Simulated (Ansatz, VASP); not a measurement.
Si3N4 in VASP and in Ansatz

```
Si N
1.0
    -3.24520    3.24520    3.24520
     3.24520   -3.24520    3.24520
     3.24520    3.24520   -3.24520
Si N
6 8
Direct
  0.25000 0.12500 0.87500
  0.87500 0.25000 0.12500
  0.75000 0.37500 0.62500
  0.62500 0.75000 0.37500
  0.12500 0.87500 0.25000
  0.37500 0.62500 0.75000
  0.56270 0.56270 0.56270
  0.43730 0.50000 0.00000
  0.50000 0.00000 0.93730
  0.00000 0.43730 0.50000
  0.93730 0.50000 0.00000
  0.06270 0.06270 0.06270
  0.00000 0.93730 0.50000
  0.50000 0.00000 0.43730
```

Alike in both runs: functional PBE; k mesh 6 × 6 × 6; occupations gaussian, width 0.02 eV; no spin polarisation.

Ansatz relaxed the structure, and its values are those at the end. VASP's run is a single point on that final structure, the one shown.

|  | VASP | Ansatz |
| --- | --- | --- |
| version | VASP 6.6.1 | Ansatz 0.2.0 |
| potentials or method | VASP PAW PBE potentials, release 64 (Si, N), cutoff 520 eV | scalar-relativistic, plane waves, PAW |
| valence electrons in the cell | 64 | 64 |

```csv
,VASP,Ansatz,Ansatz less VASP
gap on the k mesh at the Fermi level (eV),4.04,4.04,+0.005
least direct gap on the mesh (eV),4.22,4.23,+0.005
pressure (GPa),-0.3,0.0,+0.29
```
